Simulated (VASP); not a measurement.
# SnSe2 (P-3m1) in VASP: further runs

Aim: see how the results for SnSe2 move with the level of theory and the settings. Levels: PBE, RPBE, revPBE, BLYP. Tasks: single point.

Program: VASP 6.6.1. These are calculated values, not measurements. Logs are shortened: lines on timing, memory, paths and dates and some standing lists are left out, and cuts for length are marked.

## Step 1: The cell of the first run

Symmetry: P-3m1, No. 164, trigonal system. Conventional cell: a = 3.811 Å, b = 3.811 Å, c = 6.136 Å, α = 90.00°, β = 90.00°, γ = 120.00°. Sn (site symmetry -3m) has 6 Se at 2.68 Å within 3.5 Å. Within 3.5 Å of Se (site symmetry 3m) lie 3 Sn at 2.68 Å.

## Step 2: Single point, PBE

The input, INCAR:

```
ALGO     = Normal         # electronic algorithm
EDIFF    = 1E-7           # SCF threshold, eV
ENCUT    = 520            # plane-wave cutoff, eV
GGA      = PE             # functional
ISIF     = 2              # what is computed and relaxed
ISMEAR   = -1             # smearing method
LASPH    = T              # aspherical terms in the spheres
LCHARG   = T              # write CHGCAR
LELF     = T              # ELF
LREAL    = F              # projectors in reciprocal space
LVHAR    = T            
LWAVE    = F              # write WAVECAR
NBANDS   = 20             # bands
NELM     = 100            # most SCF steps
PREC     = Accurate       # precision mode
SIGMA    = 0.03           # smearing width, eV
```

The input, KPOINTS:

```
k-points
0
Gamma
  6 6 4
```

The input, POSCAR:

```
SnSe2
1.0
    3.8110000000      0.0000000000      0.0000000000
   -1.9055000000      3.3004228138      0.0000000000
    0.0000000000      0.0000000000      6.1360000000
Sn Se
1 2
Direct
    0.0000000000      0.0000000000      0.0000000000
    0.6666666667      0.3333333333      0.7510000000
    0.3333333333      0.6666666667      0.2490000000
```

Potentials or basis: VASP PAW PBE potentials, release 64 (Sn_d, Se).

The run is started by

```sh
> cat potpaw_PBE.64/Sn_d/POTCAR potpaw_PBE.64/Se/POTCAR > POTCAR
> mpirun -np 1 vasp_std > vasp.out
```

OUTCAR:

```text
EDIFF = 1E-7
   ENCUT = 520
   GGA = PE
   ISIF = 2
   ISMEAR = -1
   LASPH = T
   LREAL = F
   NELM = 100
   PREC = Accurate

 ion  position               nearest neighbor table
   1  0.000  0.000  0.000-   2 2.68   3 2.68   3 2.68   2 2.68   2 2.68   3 2.68
   2  0.667  0.333  0.751-   1 2.68   1 2.68   1 2.68
   3  0.333  0.667  0.249-   1 2.68   1 2.68   1 2.68

  LATTYP: Found a hexagonal cell.
 ALAT       =     3.8110000000
 C/A-ratio  =     1.6100760955

  Lattice vectors:

 A1 = (   3.8110000000,   0.0000000000,   0.0000000000)
 A2 = (  -1.9055000000,   3.3004228138,   0.0000000000)
 A3 = (   0.0000000000,   0.0000000000,   6.1360000000)

Analysis of symmetry for initial positions (statically):
=====================================================================
 Subroutine PRICEL returns:
 Original cell was already a primitive cell.

 Routine SETGRP: Setting up the symmetry group for a
 hexagonal supercell.

 Subroutine GETGRP returns: Found 12 space group operations
 (whereof 12 operations were pure point group operations)
 out of a pool of 24 trial point group operations.

The static configuration has the point symmetry D_3d.

Analysis of symmetry for dynamics (positions and initial velocities):
=====================================================================
 Subroutine PRICEL returns:
 Original cell was already a primitive cell.

 Routine SETGRP: Setting up the symmetry group for a
 hexagonal supercell.

 Subroutine GETGRP returns: Found 12 space group operations
 (whereof 12 operations were pure point group operations)
 out of a pool of 24 trial point group operations.

The dynamic configuration has the point symmetry D_3d.

 Subroutine INISYM returns: Found 12 space group operations
 (whereof 12 operations are pure point group operations),
 and found     1 'primitive' translations

----------------------------------------------------------------------------------------

                                     Primitive cell

  volume of cell :      77.1781

  direct lattice vectors                    reciprocal lattice vectors
     3.811000000  0.000000000  0.000000000     0.262398321  0.151495741  0.000000000
    -1.905500000  3.300422814  0.000000000     0.000000000  0.302991482  0.000000000
     0.000000000  0.000000000  6.136000000     0.000000000  0.000000000  0.162972621

  length of vectors
     3.811000000  3.811000000  6.136000000     0.302991482  0.302991482  0.162972621

  position of ions in fractional coordinates (direct lattice)
     0.000000000  0.000000000  0.000000000
     0.666666667  0.333333333  0.751000000
     0.333333333  0.666666667  0.249000000

  ion indices of the primitive-cell ions
   primitive index   ion index
                 1           1
                 2           2
                 3           3

----------------------------------------------------------------------------------------

 KPOINTS: k-points

Automatic generation of k-mesh.
 Grid dimensions read from file:
 generate k-points for:    6    6    4

 Generating k-lattice:

  Cartesian coordinates                     Fractional coordinates (reciprocal lattice)
     0.043733053  0.025249290  0.000000000     0.166666667  0.000000000  0.000000000
     0.000000000  0.050498580  0.000000000     0.000000000  0.166666667  0.000000000
     0.000000000  0.000000000  0.040743155     0.000000000  0.000000000  0.250000000

  Length of vectors
     0.050498580  0.050498580  0.040743155

  Shift w.r.t. Gamma in fractional coordinates (k-lattice)
     0.000000000  0.000000000  0.000000000

 Subroutine IBZKPT returns following result:
 ===========================================

 Found     24 irreducible k-points:

 Following reciprocal coordinates:
            Coordinates               Weight
  0.000000  0.000000  0.000000      1.000000
  0.166667 -0.000000  0.000000      6.000000
  0.333333  0.000000  0.000000      6.000000
  0.500000  0.000000  0.000000      3.000000
  0.166667  0.166667  0.000000      6.000000
  0.333333  0.166667  0.000000     12.000000
[... 16 lines left out ...]
  0.333333  0.166667  0.500000     12.000000
  0.333333  0.333333  0.500000      2.000000
   k-points           NKPTS =     24   k-points in BZ     NKDIM =     24   number of bands    NBANDS=     20
   number of dos      NEDOS =    301   number of ions     NIONS =      3
   total plane-waves  NPLWV =  37632
   dimension x,y,z NGX =    28 NGY =   28 NGZ =   48
   dimension x,y,z NGXF=    56 NGYF=   56 NGZF=   96
   ions per type =               1   2
   NGX,Y,Z   is equivalent  to a cutoff of  12.21, 12.21, 13.00 a.u.
   NGXF,Y,Z  is equivalent  to a cutoff of  24.43, 24.43, 26.01 a.u.
 SYSTEM =  unknown system
   PREC   = accura    normal or accurate (medium, high low for compatibility)
   ISTART =      0    job   : 0-new  1-cont  2-samecut
   ICHARG =      2    charge: 1-file 2-atom 10-const
   ISPIN  =      1    spin polarized calculation?
   LNONCOLLINEAR =      F non collinear calculations
   LSORBIT =      F    spin-orbit coupling
   LASPH  =      T    aspherical Exc in radial PAW
   ENCUT  =  520.0 eV  38.22 Ry    6.18 a.u.   7.09  7.09 11.41*2*pi/ulx,y,z
   NELM   =    100;   NELMIN=  2; NELMDL= -5     # of ELM steps
   EDIFF  = 0.1E-06   stopping-criterion for ELM
   LREAL  =      F    real-space projection
   EDIFFG = 0.1E-05   stopping-criterion for IOM
   NSW    =      0    number of steps for IOM
   IBRION =     -1    ionic relax: 0-MD 1-quasi-New 2-CG
   NFREE  =      0    steps in history (QN), initial steepest desc. (CG)
   ISIF   =      2    stress and relaxation
   ISYM   =      2    0-nonsym 1-usesym 2-fastsym
   POTIM  = 0.5000    time-step for ionic-motion
   TEBEG  =    0.0;   TEEND  =   0.0 temperature during run
   PSTRESS=    0.0 pullay stress
   NELECT =      26.0000    total number of electrons
   NUPDOWN=      -1.0000    fix difference up-down
   EMIN   =  10.00;   EMAX   =-10.00  energy-range for DOS
   EFERMI =   0.00;   METHOD = LEGACY
   ISMEAR =    -1;   SIGMA  =   0.03  broadening in eV -4-tet -1-fermi 0-gaus
   EFERMI_NEDOS =   21; number of points for ismear=-14 and -15
   IALGO  =     38    algorithm
   IMIX   =      4    mixing-type and parameters
     AMIX     =   0.40;   BMIX     =  1.00
     AMIX_MAG =   1.60;   BMIX_MAG =  1.00
  volume/ion in A,a.u.               =      25.73       173.61
  Fermi-wavevector in a.u.,A,eV,Ry     =   1.139116  2.152617 17.654722  1.297585
  Thomas-Fermi vector in A             =   2.275820
   LORBIT       =      0    0 simple, 1 ext, 2 COOP (PROOUT), +10 PAW based schemes
   GGA     = PE    functional components
   LHFCALC =     F    Hartree Fock is set to
   AEXX    =    0.0000 exact exchange contribution
   IVDW    =     0    specifies the selected vdW correction
   LEPSILON=     F    determine dielectric tensor
   LRPA    =     F    only Hartree local field effects (RPA)
 non-spin polarized calculation
  energy-cutoff  :      520.00
  volume of cell :       77.18
 maximum number of plane-waves:      2109
   NGX = 15   NGY = 15   NGZ = 23

 number of electron      26.0000006 magnetization

 Free energy of the ion-electron system (eV)
  ---------------------------------------------------
  ext. energy  EPLUGINS =         0.00000000
  ---------------------------------------------------
  free energy    TOTEN  =       -11.73726396 eV

  energy without entropy =      -11.73726388  energy(sigma->0) =      -11.73726392

 E-fermi :   4.5687     XC(G=0):  -9.4528

 val. band max:        4.1710867795   @ k =   0.0000   0.0000   0.0000
 cond. band min:       4.9862883543   @ k =   0.5000   0.0000   0.2500
 fundamental gap:      0.8152015748
 Fermi energy:         4.5687000788

 k-point     1 :       0.0000    0.0000    0.0000
  band No.  band energies     occupation
      1     -17.0974      2.00000
      2     -17.0974      2.00000
      3     -17.0594      2.00000
      4     -17.0439      2.00000
      5     -17.0439      2.00000
      6      -9.8263      2.00000
[... 12 lines left out ...]
     19      13.1125      0.00000
     20      13.1125      0.00000

 k-point     2 :       0.1667   -0.0000    0.0000
  band No.  band energies     occupation
      1     -17.1115      2.00000
      2     -17.0890      2.00000
      3     -17.0536      2.00000
      4     -17.0473      2.00000
      5     -17.0411      2.00000
      6      -9.5504      2.00000
[... 12 lines left out ...]
     19      12.4456      0.00000
     20      13.3779      0.00000

 k-point     3 :       0.3333    0.0000    0.0000
  band No.  band energies     occupation
      1     -17.1426      2.00000
      2     -17.0797      2.00000
      3     -17.0619      2.00000
      4     -17.0310      2.00000
      5     -17.0281      2.00000
      6      -8.8109      2.00000
[... 12 lines left out ...]
     19      13.1166      0.00000
     20      13.9730      0.00000

 k-point     4 :       0.5000    0.0000    0.0000
  band No.  band energies     occupation
      1     -17.1587      2.00000
      2     -17.0783      2.00000
      3     -17.0666      2.00000
      4     -17.0217      2.00000
      5     -17.0181      2.00000
      6      -8.1625      2.00000
[... 12 lines left out ...]
     19      14.1830      0.00000
     20      14.8219      0.00000

 k-point     5 :       0.1667    0.1667    0.0000
  band No.  band energies     occupation
      1     -17.1278      2.00000
      2     -17.0877      2.00000
      3     -17.0535      2.00000
      4     -17.0456      2.00000
      5     -17.0286      2.00000
      6      -9.0365      2.00000
[... 12 lines left out ...]
     19      11.1848      0.00000
     20      14.3632      0.00000
[... 353 lines left out ...]
      6      -8.0673      2.00000
[... 12 lines left out ...]
     19      14.0422      0.00000
     20      14.9210      0.00000

 k-point    22 :       0.1667    0.1667    0.5000
  band No.  band energies     occupation
      1     -17.1280      2.00000
      2     -17.0877      2.00000
      3     -17.0536      2.00000
      4     -17.0456      2.00000
      5     -17.0285      2.00000
      6      -8.8830      2.00000
[... 12 lines left out ...]
     19      12.2147      0.00000
     20      13.3437      0.00000

 k-point    23 :       0.3333    0.1667    0.5000
  band No.  band energies     occupation
      1     -17.1436      2.00000
      2     -17.0910      2.00000
      3     -17.0575      2.00000
      4     -17.0317      2.00000
      5     -17.0204      2.00000
      6      -8.1339      2.00000
[... 12 lines left out ...]
     19      12.6244      0.00000
     20      13.8340      0.00000

 k-point    24 :       0.3333    0.3333    0.5000
  band No.  band energies     occupation
      1     -17.1196      2.00000
      2     -17.1196      2.00000
      3     -17.0400      2.00000
      4     -17.0400      2.00000
      5     -17.0259      2.00000
      6      -7.6793      2.00000
[... 12 lines left out ...]
     19      13.1680      0.00000
     20      13.2472      0.00000

------------------------ aborting loop because EDIFF is reached ----------------------------------------

  FORCE on cell =-STRESS in cart. coord.  units (eV):
  Direction    XX          YY          ZZ          XY          YZ          ZX
  --------------------------------------------------------------------------------------
  -------------------------------------------------------------------------------------
  Total        2.5048115      2.5048115      3.1602794      0.0000000      0.0000000      0.0000000
  in kB       51.9986124     51.9986124     65.6057921      0.0000000      0.0000000      0.0000000
  external PRESSURE =      56.5343390 kB  Pullay stress =       0.0000000 kB

 VOLUME and BASIS-vectors are now :
 -----------------------------------------------------------------------------
  energy-cutoff  :      520.00
  volume of cell :       77.18
      direct lattice vectors                 reciprocal lattice vectors
     3.811000000  0.000000000  0.000000000     0.262398321  0.151495741  0.000000000
    -1.905500000  3.300422814  0.000000000     0.000000000  0.302991482  0.000000000
     0.000000000  0.000000000  6.136000000     0.000000000  0.000000000  0.162972621

 POSITION                                       TOTAL-FORCE (eV/Angst)
 -----------------------------------------------------------------------------------
      0.00000      0.00000      0.00000        -0.000000      0.000000      0.000000
      1.90550      1.10014      4.60814        -0.000000      0.000000     -0.796301
     -0.00000      2.20028      1.52786         0.000000      0.000000      0.796301
 -----------------------------------------------------------------------------------
    total drift:                                0.000000      0.000000     -0.000000

  FREE ENERGIE OF THE ION-ELECTRON SYSTEM (eV)
  ---------------------------------------------------
  free  energy   TOTEN  =       -11.7372639558 eV

  energy  without entropy=      -11.7372638822  energy(sigma->0) =      -11.73726392
```

It took 63 s on 1 thread of Intel Xeon 8259CL, shared host; peak memory 0.2 GiB.

Results:

* Free energy: -11.7373 eV
* Pressure: 5.7 GPa
* Largest force: 0.796 eV/Å
* Band gap on the k mesh: 0.82 eV, indirect (least direct gap 1.09 eV)

Forces on the atoms (eV/Å):
```
Sn   0.000  0.000  0.000
Se   0.000  0.000 -0.796
Se   0.000  0.000  0.796
```

Caveat: spin-orbit coupling is left out, which moves the levels of the heavy elements; this functional lacks dispersion, which binds the layers, so the pressure and a relaxed spacing across them are unreliable.

## Step 3: Single point, PBE

The input, INCAR:

```
SYSTEM = SnSe2
ALGO = Normal
EDIFF = 1E-6
ENCUT = 520
GGA = PE
ISIF = 2
ISMEAR = -1
LASPH = .TRUE.
LCHARG = .FALSE.
LREAL = .FALSE.
LWAVE = .FALSE.
NBANDS = 20
NELM = 60
PREC = Accurate
SIGMA = 0.05
```

The input, KPOINTS:

```
k-points
0
G
  5 5 3
  0 0 0
```

POSCAR is that of step 2.

Potentials or basis: VASP PAW PBE potentials, release 64 (Sn_d, Se).

The run is started by

```sh
> cat potpaw_PBE.64/Sn_d/POTCAR potpaw_PBE.64/Se/POTCAR > POTCAR
> mpirun -np 1 vasp_std > vasp.out
```

OUTCAR:

```text
SYSTEM = SnSe2
   EDIFF = 1E-6
   ENCUT = 520
   GGA = PE
   ISIF = 2
   ISMEAR = -1
   LASPH = .TRUE.
   LREAL = .FALSE.
   NELM = 60
   PREC = Accurate

 ion  position               nearest neighbor table
   1  0.000  0.000  0.000-   2 2.68   3 2.68   3 2.68   2 2.68   2 2.68   3 2.68
   2  0.667  0.333  0.751-   1 2.68   1 2.68   1 2.68
   3  0.333  0.667  0.249-   1 2.68   1 2.68   1 2.68

  LATTYP: Found a hexagonal cell.
 ALAT       =     3.8110000000
 C/A-ratio  =     1.6100760955

  Lattice vectors:

 A1 = (   3.8110000000,   0.0000000000,   0.0000000000)
 A2 = (  -1.9055000000,   3.3004228138,   0.0000000000)
 A3 = (   0.0000000000,   0.0000000000,   6.1360000000)

Analysis of symmetry for initial positions (statically):
=====================================================================
 Subroutine PRICEL returns:
 Original cell was already a primitive cell.

 Routine SETGRP: Setting up the symmetry group for a
 hexagonal supercell.

 Subroutine GETGRP returns: Found 12 space group operations
[... 148 lines left out ...]
  ---------------------------------------------------
  free energy    TOTEN  =       -11.71163709 eV

  energy without entropy =      -11.71159764  energy(sigma->0) =      -11.71161737

 E-fermi :   4.5556     XC(G=0):  -9.4500

 val. band max:        4.1771214199   @ k =   0.0000   0.0000   0.0000
 cond. band min:       4.9692977570   @ k =   0.0000   0.4000   0.3333
 fundamental gap:      0.7921763371
 Fermi energy:         4.5556295896

 k-point     1 :       0.0000    0.0000    0.0000
  band No.  band energies     occupation
      1     -17.0991      2.00000
      2     -17.0991      2.00000
      3     -17.0624      2.00000
      4     -17.0463      2.00000
      5     -17.0463      2.00000
      6      -9.8200      2.00000
[... 265 lines left out ...]
     19      13.0072      0.00000
     20      14.2178      0.00000

------------------------ aborting loop because EDIFF is reached ----------------------------------------

  FORCE on cell =-STRESS in cart. coord.  units (eV):
  Direction    XX          YY          ZZ          XY          YZ          ZX
  --------------------------------------------------------------------------------------
  -------------------------------------------------------------------------------------
  Total        2.5858738      2.5858738      3.1448920      0.0000000      0.0000000      0.0000000
  in kB       53.6814242     53.6814242     65.2863574      0.0000000      0.0000000      0.0000000
  external PRESSURE =      57.5497353 kB  Pullay stress =       0.0000000 kB

 VOLUME and BASIS-vectors are now :
 -----------------------------------------------------------------------------
  energy-cutoff  :      520.00
  volume of cell :       77.18
      direct lattice vectors                 reciprocal lattice vectors
     3.811000000  0.000000000  0.000000000     0.262398321  0.151495741  0.000000000
    -1.905500000  3.300422814  0.000000000     0.000000000  0.302991482  0.000000000
     0.000000000  0.000000000  6.136000000     0.000000000  0.000000000  0.162972621

 POSITION                                       TOTAL-FORCE (eV/Angst)
 -----------------------------------------------------------------------------------
      0.00000      0.00000      0.00000        -0.000000      0.000000      0.000000
      1.90550      1.10014      4.60814        -0.000000      0.000000     -0.760151
     -0.00000      2.20028      1.52786         0.000000     -0.000000      0.760151
 -----------------------------------------------------------------------------------
    total drift:                                0.000000      0.000000      0.000000

  FREE ENERGIE OF THE ION-ELECTRON SYSTEM (eV)
  ---------------------------------------------------
  free  energy   TOTEN  =       -11.7116370922 eV

  energy  without entropy=      -11.7115976406  energy(sigma->0) =      -11.71161737
```

It took 14 s on 1 thread of Intel Xeon 6975P-C (Granite Rapids), shared host; peak memory 0.19 GiB.

Results:

* Free energy: -11.7116 eV
* Pressure: 5.8 GPa
* Largest force: 0.760 eV/Å
* Band gap on the k mesh: 0.79 eV, indirect (least direct gap 1.09 eV)

Forces in eV/Å, atoms in the order of the input:
```
Sn   0.000  0.000  0.000
Se   0.000  0.000 -0.760
Se   0.000  0.000  0.760
```

Stress tensor (GPa, compression positive):
```
5.37 0.00 0.00
0.00 5.37 0.00
0.00 0.00 6.53
```

Caveat: spin-orbit coupling is left out, which moves the levels of the heavy elements; this functional lacks dispersion, which binds the layers, so the pressure and a relaxed spacing across them are unreliable.

## Step 4: Single point, RPBE

The input, INCAR:

```
  PREC = Accurate
  ENCUT = 520
  EDIFF = 1E-7
  ISMEAR = -1
  SIGMA = 0.05
  LREAL = False
  LASPH = True
  NELM = 80
  ALGO = Normal
  ISIF = 2
  LWAVE = False
  LCHARG = False
  GGA = RP
  NBANDS = 20
```

The input, KPOINTS:

```
regular mesh
0
Gamma
  5 5 3
```

POSCAR is that of step 3.

The run is started by

```sh
> cat potpaw_PBE.64/Sn_d/POTCAR potpaw_PBE.64/Se/POTCAR > POTCAR
> mpirun -np 1 vasp_std > vasp.out
```

Run time: 22 s. Hardware: 1 thread of Intel Xeon 6975P-C (Granite Rapids), shared host; peak memory 0.18 GiB.

The run converged. Its results:

```
Free energy            : -10.6651 eV
Pressure               : 7.6 GPa
Largest force          : 0.807 eV/Å
Band gap on the k mesh : 0.88 eV, indirect (least direct gap 1.22 eV)
```

Forces on the atoms (eV/Å):
```
Sn   0.000  0.000  0.000
Se   0.000  0.000 -0.807
Se   0.000  0.000  0.807
```

Stress tensor (GPa, compression positive):
```
7.17 0.00 0.00
0.00 7.17 0.00
0.00 0.00 8.39
```

Levels at points of the mesh, in eV from the valence-band top:
```
           k point  band 9  band 10  band 11  band 12  band 13  band 14  band 15  band 16  band 17  band 18
(0.00, 0.00, 0.00)   -0.69    -0.69    -0.39    -0.39     0.00     1.22     3.04     4.69     4.69     8.21
```

Caveat: the PAW data sets were made with another functional, which shifts forces and pressure a little; spin-orbit coupling is left out, which moves the levels of the heavy elements; this functional lacks dispersion, which binds the layers, so the pressure and a relaxed spacing across them are unreliable. A k mesh can miss the band edges.

(Continued in part 2 of 2.)
